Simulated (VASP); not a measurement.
# GaSb (I-4m2) in VASP: notebook

GaSb is run at these levels: r2SCAN; tasks: single point.

Program: VASP 6.6.1. These are calculated values, not measurements. Logs are shortened: lines on timing, memory, paths and dates and some standing lists are left out, and cuts for length are marked.

## 1. The cell of the first run

It takes space group I-4m2 (No. 119, tetragonal). The conventional cell has a = 4.336 Å, b = 4.336 Å, c = 6.254 Å, α = 90.00°, β = 90.00°, γ = 90.00°. Ga (site symmetry -4m2) has 4 Sb at 2.67 Å within 3.5 Å. Sb (site symmetry -4m2) has 4 Ga at 2.67 Å within 3.5 Å.

## 2. Single point, r2SCAN (uniaxial z strain +2.0%)

POSCAR reads:

```
GaSb
1.0
    0.0000000000      3.0658787979      3.1271963739
    3.0658787979      0.0000000000      3.1271963739
    3.0658787979      3.0658787979      0.0000000000
Ga Sb
1 1
Direct
    0.0000000000      0.0000000000      0.0000000000
    0.2500000000      0.2500000000      0.2500000000
```

INCAR.step1 reads:

```
PREC = Accurate
ENCUT = 520
ISMEAR = -1
SIGMA = 0.02
LREAL = F
LASPH = T
NELM = 80
NBANDS = 16
GGA = PE
ALGO = Normal
EDIFF = 1E-4
LWAVE = T
LCHARG = F
```

INCAR.step2 reads:

```
PREC = Accurate
ENCUT = 520
EDIFF = 1E-7
ISMEAR = -1
SIGMA = 0.02
LREAL = F
LASPH = T
NELM = 80
ALGO = Normal
ISIF = 2
LWAVE = F
LCHARG = F
METAGGA = R2SCAN
LMIXTAU = T
NBANDS = 16
ISTART = 1
```

KPOINTS reads:

```
Automatic mesh
0
Gamma
  8 8 8
```

Potentials or basis: VASP PAW PBE potentials, release 64 (Ga_d, Sb).

The run is started by

```
cat potpaw_PBE.64/Ga_d/POTCAR potpaw_PBE.64/Sb/POTCAR > POTCAR
cp INCAR.step1 INCAR
mpirun -np 1 vasp_std > vasp.out
cp INCAR.step2 INCAR
mpirun -np 1 vasp_std > vasp.out
```

OUTCAR:

```text
PREC = Accurate
   ENCUT = 520
   EDIFF = 1E-7
   ISMEAR = -1
   LREAL = F
   LASPH = T
   NELM = 80
   ISIF = 2
   METAGGA = R2SCAN
   ISTART = 1

 ion  position               nearest neighbor table
   1  0.000  0.000  0.000-   2 2.67   2 2.67   2 2.67   2 2.67
   2  0.250  0.250  0.250-   1 2.67   1 2.67   1 2.67   1 2.67

  LATTYP: Found a body centered tetragonal cell.
 ALAT       =     4.3358073766
 C/A-ratio  =     1.4424978336

  Lattice vectors:

 A1 = (  -3.0658787979,   0.0000000000,   3.1271963739)
 A2 = (   3.0658787979,   0.0000000000,   3.1271963739)
 A3 = (   0.0000000000,   3.0658787979,  -3.1271963739)

Analysis of symmetry for initial positions (statically):
=====================================================================
 Subroutine PRICEL returns:
 Original cell was already a primitive cell.

 Routine SETGRP: Setting up the symmetry group for a
 body centered tetragonal supercell.

 Subroutine GETGRP returns: Found  8 space group operations
 (whereof  8 operations were pure point group operations)
 out of a pool of 16 trial point group operations.

The static configuration has the point symmetry D_2d.

Analysis of symmetry for dynamics (positions and initial velocities):
=====================================================================
 Subroutine PRICEL returns:
 Original cell was already a primitive cell.

 Routine SETGRP: Setting up the symmetry group for a
 body centered tetragonal supercell.

 Subroutine GETGRP returns: Found  8 space group operations
 (whereof  8 operations were pure point group operations)
 out of a pool of 16 trial point group operations.

The dynamic configuration has the point symmetry D_2d.

 Subroutine INISYM returns: Found  8 space group operations
 (whereof  8 operations are pure point group operations),
 and found     1 'primitive' translations

----------------------------------------------------------------------------------------

                                     Primitive cell

  volume of cell :      58.7889

  direct lattice vectors                    reciprocal lattice vectors
     0.000000000  3.065878798  3.127196374    -0.163085377  0.163085377  0.159887625
     3.065878798  0.000000000  3.127196374     0.163085377 -0.163085377  0.159887625
     3.065878798  3.065878798  0.000000000     0.163085377  0.163085377 -0.159887625

  length of vectors
     4.379380089  4.379380089  4.335807377     0.280638082  0.280638082  0.280638082

  position of ions in fractional coordinates (direct lattice)
     0.000000000  0.000000000  0.000000000
     0.250000000  0.250000000  0.250000000

  ion indices of the primitive-cell ions
   primitive index   ion index
                 1           1
                 2           2

----------------------------------------------------------------------------------------

 KPOINTS: Automatic mesh

Automatic generation of k-mesh.
 Grid dimensions read from file:
 generate k-points for:    8    8    8

 Generating k-lattice:

  Cartesian coordinates                     Fractional coordinates (reciprocal lattice)
    -0.020385672  0.020385672  0.019985953     0.125000000  0.000000000  0.000000000
     0.020385672 -0.020385672  0.019985953     0.000000000  0.125000000  0.000000000
     0.020385672  0.020385672 -0.019985953     0.000000000  0.000000000  0.125000000

  Length of vectors
     0.035079760  0.035079760  0.035079760

  Shift w.r.t. Gamma in fractional coordinates (k-lattice)
     0.000000000  0.000000000  0.000000000

 Subroutine IBZKPT returns following result:
 ===========================================

 Found     59 irreducible k-points:

 Following reciprocal coordinates:
            Coordinates               Weight
  0.000000  0.000000  0.000000      1.000000
  0.125000 -0.000000  0.000000      8.000000
  0.250000 -0.000000  0.000000      8.000000
  0.375000  0.000000  0.000000      8.000000
  0.500000 -0.000000  0.000000      4.000000
  0.125000  0.125000  0.000000      2.000000
[... 16 lines left out ...]
  0.250000 -0.000000  0.125000     16.000000
  0.375000 -0.000000  0.125000     16.000000
 [... further k-points ...]
   k-points           NKPTS =     59   k-points in BZ     NKDIM =     59   number of bands    NBANDS=     16
   number of dos      NEDOS =    301   number of ions     NIONS =      2
   total plane-waves  NPLWV =  41472
   dimension x,y,z NGX =    36 NGY =   36 NGZ =   32
   dimension x,y,z NGXF=    72 NGYF=   72 NGZF=   64
   ions per type =               1   1
   NGX,Y,Z   is equivalent  to a cutoff of  13.67, 13.67, 12.27 a.u.
   NGXF,Y,Z  is equivalent  to a cutoff of  27.33, 27.33, 24.54 a.u.
 SYSTEM =  unknown system
   PREC   = accura    normal or accurate (medium, high low for compatibility)
   ISTART =      1    job   : 0-new  1-cont  2-samecut
   ICHARG =      0    charge: 1-file 2-atom 10-const
   ISPIN  =      1    spin polarized calculation?
   LNONCOLLINEAR =      F non collinear calculations
   LSORBIT =      F    spin-orbit coupling
   LASPH  =      T    aspherical Exc in radial PAW
   ENCUT  =  520.0 eV  38.22 Ry    6.18 a.u.   8.14  8.14  8.06*2*pi/ulx,y,z
   NELM   =     80;   NELMIN=  2; NELMDL=  0     # of ELM steps
   EDIFF  = 0.1E-06   stopping-criterion for ELM
   LREAL  =      F    real-space projection
   EDIFFG = 0.1E-05   stopping-criterion for IOM
   NSW    =      0    number of steps for IOM
   IBRION =     -1    ionic relax: 0-MD 1-quasi-New 2-CG
   NFREE  =      0    steps in history (QN), initial steepest desc. (CG)
   ISIF   =      2    stress and relaxation
   ISYM   =      2    0-nonsym 1-usesym 2-fastsym
   POTIM  = 0.5000    time-step for ionic-motion
   TEBEG  =    0.0;   TEEND  =   0.0 temperature during run
   PSTRESS=    0.0 pullay stress
   NELECT =      18.0000    total number of electrons
   NUPDOWN=      -1.0000    fix difference up-down
   EMIN   =  10.00;   EMAX   =-10.00  energy-range for DOS
   EFERMI =   0.00;   METHOD = LEGACY
   ISMEAR =    -1;   SIGMA  =   0.02  broadening in eV -4-tet -1-fermi 0-gaus
   EFERMI_NEDOS =   21; number of points for ismear=-14 and -15
   IALGO  =     38    algorithm
   IMIX   =      4    mixing-type and parameters
     AMIX     =   0.40;   BMIX     =  1.00
     AMIX_MAG =   1.60;   BMIX_MAG =  1.00
  volume/ion in A,a.u.               =      29.39       198.36
[... 31 lines left out ...]
 Fermi energy:         4.5658605245

 k-point     1 :       0.0000    0.0000    0.0000
  band No.  band energies     occupation
      1     -11.0361      2.00000
      2     -11.0334      2.00000
      3     -11.0334      2.00000
      4     -10.9831      2.00000
      5     -10.9804      2.00000
      6      -7.3267      2.00000
[... 8 lines left out ...]
     15      13.2133      0.00000
     16      13.5520      0.00000

 k-point     2 :       0.1250   -0.0000    0.0000
  band No.  band energies     occupation
      1     -11.0386      2.00000
      2     -11.0332      2.00000
      3     -11.0316      2.00000
      4     -10.9833      2.00000
      5     -10.9805      2.00000
      6      -7.1631      2.00000
[... 8 lines left out ...]
     15      12.5128      0.00000
     16      12.7513      0.00000

 k-point     3 :       0.2500   -0.0000    0.0000
  band No.  band energies     occupation
      1     -11.0479      2.00000
      2     -11.0293      2.00000
      3     -11.0276      2.00000
      4     -10.9836      2.00000
      5     -10.9805      2.00000
      6      -6.6980      2.00000
[... 8 lines left out ...]
     15      12.4141      0.00000
     16      12.4649      0.00000

 k-point     4 :       0.3750    0.0000    0.0000
  band No.  band energies     occupation
      1     -11.0572      2.00000
      2     -11.0257      2.00000
      3     -11.0240      2.00000
      4     -10.9834      2.00000
      5     -10.9800      2.00000
      6      -6.0554      2.00000
[... 8 lines left out ...]
     15      13.3674      0.00000
     16      13.4534      0.00000

 k-point     5 :       0.5000   -0.0000    0.0000
  band No.  band energies     occupation
      1     -11.0610      2.00000
      2     -11.0243      2.00000
      3     -11.0227      2.00000
      4     -10.9832      2.00000
      5     -10.9796      2.00000
      6      -5.6745      2.00000
[... 8 lines left out ...]
     15      14.7432      0.00000
     16      14.8972      0.00000

 k-point     6 :       0.1250    0.1250    0.0000
  band No.  band energies     occupation
      1     -11.0431      2.00000
      2     -11.0300      2.00000
      3     -11.0300      2.00000
      4     -10.9825      2.00000
      5     -10.9815      2.00000
      6      -7.1125      2.00000
[... 8 lines left out ...]
     15      11.7621      0.00000
     16      13.7558      0.00000

 k-point     7 :       0.2500    0.1250    0.0000
  band No.  band energies     occupation
      1     -11.0505      2.00000
      2     -11.0270      2.00000
      3     -11.0259      2.00000
      4     -10.9825      2.00000
      5     -10.9822      2.00000
      6      -6.7482      2.00000
[... 8 lines left out ...]
     15      12.9264      0.00000
     16      13.4987      0.00000

 k-point     8 :       0.3750    0.1250    0.0000
  band No.  band energies     occupation
      1     -11.0583      2.00000
      2     -11.0243      2.00000
      3     -11.0221      2.00000
      4     -10.9824      2.00000
      5     -10.9822      2.00000
      6      -6.1467      2.00000
[... 8 lines left out ...]
     15      13.2758      0.00000
     16      14.0668      0.00000

 k-point     9 :       0.5000    0.1250    0.0000
  band No.  band energies     occupation
      1     -11.0628      2.00000
      2     -11.0228      2.00000
      3     -11.0206      2.00000
      4     -10.9828      2.00000
      5     -10.9813      2.00000
      6      -5.6025      2.00000
[... 8 lines left out ...]
     15      14.5214      0.00000
     16      14.7736      0.00000
[... 172 lines left out ...]
 k-point    19 :       0.5000    0.3750    0.0000
  band No.  band energies     occupation
      1     -11.0753      2.00000
      2     -11.0120      2.00000
      3     -11.0111      2.00000
      4     -10.9891      2.00000
      5     -10.9800      2.00000
      6      -5.0657      2.00000
[... 8 lines left out ...]
     15      15.4161      0.00000
     16      15.5852      0.00000

 k-point    20 :      -0.3750    0.3750    0.0000
  band No.  band energies     occupation
      1     -11.0725      2.00000
      2     -11.0151      2.00000
      3     -11.0126      2.00000
      4     -10.9865      2.00000
      5     -10.9817      2.00000
      6      -4.9196      2.00000
[... 8 lines left out ...]
     15      13.7208      0.00000
     16      16.9590      0.00000

 k-point    21 :       0.5000    0.5000    0.0000
  band No.  band energies     occupation
      1     -11.0783      2.00000
      2     -11.0094      2.00000
      3     -11.0093      2.00000
      4     -10.9909      2.00000
      5     -10.9792      2.00000
      6      -4.8746      2.00000
[... 8 lines left out ...]
     15      15.6357      0.00000
     16      16.2266      0.00000

 k-point    22 :       0.1250    0.0000    0.1250
  band No.  band energies     occupation
      1     -11.0408      2.00000
      2     -11.0324      2.00000
      3     -11.0301      2.00000
      4     -10.9841      2.00000
      5     -10.9800      2.00000
      6      -7.1055      2.00000
[... 8 lines left out ...]
     15      11.8349      0.00000
     16      13.4986      0.00000

 k-point    23 :       0.2500   -0.0000    0.1250
  band No.  band energies     occupation
      1     -11.0491      2.00000
      2     -11.0283      2.00000
      3     -11.0264      2.00000
      4     -10.9853      2.00000
      5     -10.9796      2.00000
      6      -6.7351      2.00000
[... 8 lines left out ...]
     15      12.9480      0.00000
     16      13.3829      0.00000

 k-point    24 :       0.3750   -0.0000    0.1250
  band No.  band energies     occupation
      1     -11.0578      2.00000
      2     -11.0245      2.00000
      3     -11.0228      2.00000
      4     -10.9855      2.00000
      5     -10.9793      2.00000
      6      -6.1306      2.00000
[... 8 lines left out ...]
     15      13.3485      0.00000
     16      14.1239      0.00000

 [... further k-points ...]
[... 5 lines left out ...]
  --------------------------------------------------------------------------------------
  -------------------------------------------------------------------------------------
  Total       -0.2213893     -0.2213893     -0.5872340      0.0000000     -0.0000000      0.0000000
  in kB       -6.0335391     -6.0335391    -16.0039294      0.0000000     -0.0000000      0.0000000
  external PRESSURE =      -9.3570025 kB  Pullay stress =       0.0000000 kB

 VOLUME and BASIS-vectors are now :
 -----------------------------------------------------------------------------
  energy-cutoff  :      520.00
  volume of cell :       58.79
      direct lattice vectors                 reciprocal lattice vectors
     0.000000000  3.065878798  3.127196374    -0.163085377  0.163085377  0.159887625
     3.065878798  0.000000000  3.127196374     0.163085377 -0.163085377  0.159887625
     3.065878798  3.065878798  0.000000000     0.163085377  0.163085377 -0.159887625

 POSITION                                       TOTAL-FORCE (eV/Angst)
 -----------------------------------------------------------------------------------
      0.00000      0.00000      0.00000        -0.000000     -0.000000      0.000000
      1.53294      1.53294      1.56360         0.000000      0.000000      0.000000
 -----------------------------------------------------------------------------------
    total drift:                               -0.000248     -0.000248     -0.000027

  FREE ENERGIE OF THE ION-ELECTRON SYSTEM (eV)
  ---------------------------------------------------
  free  energy   TOTEN  =       -37.5951657503 eV

  energy  without entropy=      -37.5951578432  energy(sigma->0) =      -37.59516180
```

Wall time 2.4 min (1 thread of Intel Xeon Platinum 8488C (Sapphire Rapids), shared host); peak memory 0.24 GiB.

What came out:

```yaml
Free_energy: -37.5952 eV
Pressure: -0.9 GPa
Band_gap_on_the_k_mesh: 0.21 eV, direct
```

Caveat: the cell differs from its parent crystal (uniaxial z strain +2.0%); the PAW data sets were made with another functional, which shifts forces and pressure a little; spin-orbit coupling is left out, which moves the levels of the heavy elements. A k mesh can miss the band edges.

## 3. Single point, r2SCAN (uniaxial z strain +3.0%)

POSCAR reads:

```
GaSb
1.0
    0.0000000000      3.0658787979      3.1578551619
    3.0658787979      0.0000000000      3.1578551619
    3.0658787979      3.0658787979      0.0000000000
Ga Sb
1 1
Direct
    0.0000000000      0.0000000000      0.0000000000
    0.2500000000      0.2500000000      0.2500000000
```

INCAR.step1 reads:

```
SYSTEM = GaSb
PREC = Accurate
ENCUT = 520
ISMEAR = -1
SIGMA = 0.02
LREAL = .FALSE.
LASPH = .TRUE.
NELM = 80
NBANDS = 16
GGA = PE
ALGO = Normal
EDIFF = 1E-4
LWAVE = .TRUE.
LCHARG = .FALSE.
```

INCAR.step2 reads:

```
SYSTEM = GaSb
PREC = Accurate
ENCUT = 520
EDIFF = 1E-7
ISMEAR = -1
SIGMA = 0.02
LREAL = .FALSE.
LASPH = .TRUE.
NELM = 80
ALGO = Normal
ISIF = 2
LWAVE = .FALSE.
LCHARG = .TRUE.
METAGGA = R2SCAN
LMIXTAU = .TRUE.
LELF = .TRUE.
LVHAR = .TRUE.
NBANDS = 16
ISTART = 1
```

KPOINTS reads:

```
Automatic mesh
0
G
  8 8 8
  0 0 0
```

Potentials or basis: VASP PAW PBE potentials, release 64 (Ga_d, Sb).

The run is started by

```
cat potpaw_PBE.64/Ga_d/POTCAR potpaw_PBE.64/Sb/POTCAR > POTCAR
cp INCAR.step1 INCAR
mpirun -np 1 vasp_std > vasp.out
cp INCAR.step2 INCAR
mpirun -np 1 vasp_std > vasp.out
```

Wall time 2.6 min (1 thread of Intel Xeon Platinum 8488C (Sapphire Rapids), shared host); peak memory 0.24 GiB.

Results (log left out):

```
Free energy            : -37.5879 eV
Pressure               : -1.4 GPa
Band gap on the k mesh : 0.11 eV, direct
```

Stress tensor (GPa, compression positive):
```
-0.90  0.00  0.00
 0.00 -0.90  0.00
 0.00  0.00 -2.40
```

Levels at points of the mesh, in eV from the valence-band top:
| k point | band 7 | band 8 | band 9 | band 10 | band 11 | band 12 |
| --- | --- | --- | --- | --- | --- | --- |
| (0.00, 0.00, 0.00) | -0.18 | 0.00 | 0.00 | 0.11 | 2.90 | 2.90 |
| (0.50, 0.00, 0.00) | -6.46 | -1.33 | -1.10 | 0.53 | 3.89 | 4.03 |
| (0.50, 0.50, 0.00) | -7.03 | -2.51 | -2.51 | 1.25 | 1.61 | 8.94 |
| (0.50, 0.00, 0.50) | -6.89 | -2.70 | -2.67 | 1.02 | 1.42 | 8.92 |

Caveat: the cell differs from its parent crystal (uniaxial z strain +3.0%); the PAW data sets were made with another functional, which shifts forces and pressure a little; spin-orbit coupling is left out, which moves the levels of the heavy elements. A k mesh can miss the band edges.

## 4. Single point, r2SCAN (uniaxial z strain +4.0%)

POSCAR reads:

```
GaSb
1.0
    0.0000000000      3.0658787979      3.1885139498
    3.0658787979      0.0000000000      3.1885139498
    3.0658787979      3.0658787979      0.0000000000
Ga Sb
1 1
Direct
    0.0000000000      0.0000000000      0.0000000000
    0.2500000000      0.2500000000      0.2500000000
```

INCAR.step1 reads:

```
  ALGO = Normal
  EDIFF = 1E-4
  ENCUT = 520
  GGA = PE
  ISMEAR = -1
  LASPH = True
  LCHARG = False
  LREAL = False
  LWAVE = True
  NBANDS = 16
  NELM = 80
  PREC = Accurate
  SIGMA = 0.02
```

INCAR.step2 reads:

```
  ALGO = Normal
  EDIFF = 1E-7
  ENCUT = 520
  ISIF = 2
  ISMEAR = -1
  ISTART = 1
  LASPH = True
  LCHARG = False
  LMIXTAU = True
  LREAL = False
  LWAVE = False
  METAGGA = R2SCAN
  NBANDS = 16
  NELM = 80
  PREC = Accurate
  SIGMA = 0.02
```

KPOINTS reads:

```
k-points
0
Gamma
  8 8 8
```

The run is started by

```
cat potpaw_PBE.64/Ga_d/POTCAR potpaw_PBE.64/Sb/POTCAR > POTCAR
cp INCAR.step1 INCAR
mpirun -np 1 vasp_std > vasp.out
cp INCAR.step2 INCAR
mpirun -np 1 vasp_std > vasp.out
```

Run time: 2.4 min. Hardware: 1 thread of Intel Xeon Platinum 8488C (Sapphire Rapids), shared host; peak memory 0.24 GiB.

The run converged. Its results:

```yaml
Free_energy: -37.5779 eV
Pressure: -1.8 GPa
```

Stress tensor (GPa, compression positive):
```
-1.14  0.00  0.00
 0.00 -1.14  0.00
 0.00  0.00 -3.14
```

Levels at points of the mesh, in eV from the Fermi level:
```tsv
k point	band 7	band 8	band 9	band 10	band 11	band 12
(0.00, 0.00, 0.00)	-0.26	-0.02	-0.02	-0.01	2.86	2.86
(0.50, 0.00, 0.00)	-6.45	-1.39	-1.08	0.46	3.84	4.02
(0.50, 0.50, 0.00)	-7.05	-2.47	-2.47	1.27	1.63	8.82
(0.50, 0.00, 0.50)	-6.87	-2.72	-2.69	0.96	1.38	8.78
```

Caveat: the cell differs from its parent crystal (uniaxial z strain +4.0%); the PAW data sets were made with another functional, which shifts forces and pressure a little; spin-orbit coupling is left out, which moves the levels of the heavy elements.

## 5. The runs side by side

| cell | gap on the mesh (eV) | pressure (GPa) |
| --- | --- | --- |
| a = 4.379, b = 4.379, c = 4.336 Å, angles 60.3, 60.3, 59.3°, 2 atoms | 0.21 | -0.9 |
| a = 4.401, b = 4.401, c = 4.336 Å, angles 60.5, 60.5, 59.0°, 2 atoms | 0.11 | -1.4 |
| a = 4.423, b = 4.423, c = 4.336 Å, angles 60.7, 60.7, 58.7°, 2 atoms | - | -1.8 |

Alike in all rows: task single point; level r2SCAN; potentials or basis VASP PAW PBE potentials, release 64 (Ga_d, Sb); no spin polarisation; k mesh 8 × 8 × 8; cutoff (eV) 520; smearing fermi-dirac 0.02 eV.

Caveats: the PAW data sets were made with another functional, which shifts forces and pressure a little; spin-orbit coupling is left out, which moves the levels of the heavy elements.

Total energies depend on the potentials used, so only differences within one code and one set of settings carry meaning.
